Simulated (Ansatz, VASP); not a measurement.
**Two plane-wave programs on Co**

File INCAR:

```
ALGO = Normal
EDIFF = 1E-7
ENCUT = 520
ISIF = 2
ISMEAR = 0
ISPIN = 2
LASPH = True
LCHARG = True
LELF = True
LMAXMIX = 4
LORBIT = 11
LREAL = False
LVHAR = True
LWAVE = False
MAGMOM = 1.558 1.558
NBANDS = 20
NELM = 150
PREC = Accurate
SIGMA = 0.3
```

Contents of KPOINTS:

```
k-points
0
Gamma
  15 15 8
```

File POSCAR:

```
Co
1.0
    2.4273810165      0.0000000000      0.0000000000
   -1.2136905082      2.1021736250      0.0000000000
    0.0000000000      0.0000000000      3.9230481332
Co
2
Direct
    0.3333333333      0.6666666667      0.2500000000
    0.6666666667      0.3333333333      0.7500000000
```

Input for Ansatz:

```yaml
crystal:
  lattice:
    - [2.4273810165, 0.0, 0.0]
    - [-1.2136905082, 2.102173625, 0.0]
    - [0.0, 0.0, 3.9230481332]
  atoms:
    - { symbol: Co, position: [0.3333333333, 0.6666666667, 0.25], spin: 1.558 }
    - { symbol: Co, position: [0.6666666667, 0.3333333333, 0.75], spin: 1.558 }
hamiltonian:
  xc: lda
  pseudopotentials:
    kind: paw
    azcp:
      Co: "pseudopotentials/Co.paw.azcp"
basis:
  ecutwfc: 420
  fft_grid_basis: typed
kpoints:
  mp_grid: { grid: [15, 15, 8], shift: [0, 0, 0] }
magnetization:
  spin_polarized: true
scf:
  occupations: { method: gaussian, width: 0.3 }
  lower_state_search: "off"
output:
  stress: true
```

Alike in both runs: task single point; functional LDA; k mesh 15 × 15 × 8; occupations gaussian, width 0.3 eV; collinear spin.

```csv
,VASP,Ansatz
version,VASP 6.6.1,Ansatz 0.2.0
potentials or method,"VASP PAW LDA potentials, release 64 (Co), cutoff 520 eV","plane waves (420 eV) with PAW, scalar-relativistic"
valence electrons in the cell,18,34
```

VASP gave:

| Item | Value |
| --- | --- |
| pressure (GPa) | -2.1 |
| traceless stress, the component that is largest in VASP (GPa) | -0.63 |
| net moment per atom (μB) | 1.40 |
| size of the moment on the site where the two differ most (μB) | 1.39 |

What did Ansatz give for the same quantities?

Pressure (GPa): -0.4; traceless stress, the component that is largest in VASP (GPa): -0.40; net moment per atom (μB): 1.46; size of the moment on the site where the two differ most (μB): 1.50.

Ansatz warns that its potentials were made for another functional, while VASP's fit it. LDA's correlation is that of Perdew and Zunger in VASP and of Perdew and Wang (1992) in Ansatz. Site moments also hang on the region over which each program counts them. VASP's potentials hold 18 valence electrons a cell and Ansatz's 34, so a difference there can come from the potentials and not from the codes.
